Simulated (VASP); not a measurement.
A run of VASP 6.6.1 is set up as follows.

INCAR

```
SYSTEM = Hf
  PREC = Accurate
  ENCUT = 520
  EDIFF = 1E-6
  ISMEAR = 0
  SIGMA = 0.014
  LREAL = .FALSE.
  LASPH = .TRUE.
  NELM = 80
  ALGO = Normal
  ISIF = 2
  LWAVE = .FALSE.
  LCHARG = .FALSE.
  GGA = PE
  NBANDS = 17
```

KPOINTS

```
Automatic mesh
0
G
  10 10 5
  0 0 0
```

Contents of POSCAR:

```
Hf
1.0
    3.1967000000      0.0000000000      0.0000000000
   -1.5983500000      2.7684234083      0.0000000000
    0.0000000000      0.0000000000      5.0578000000
Hf
2
Direct
    0.6666666667      0.3333333333      0.7500000000
    0.3333333333      0.6666666667      0.2500000000
```

Potentials or basis: VASP PAW PBE potentials, release 64 (Hf_pv).

The run is started by

```console
$ cat potpaw_PBE.64/Hf_pv/POTCAR > POTCAR
$ mpirun -np 1 vasp_std > vasp.out
```

(1) Predict the band gap on the k mesh.

(2) Estimate the pressure.

Answers

(1) zero (band 10 reaches 6.10 eV, above the bottom of band 11 at 4.60 eV).

(2) 0.2 GPa.

Caveat: spin-orbit coupling is left out, which moves the levels of the heavy elements.
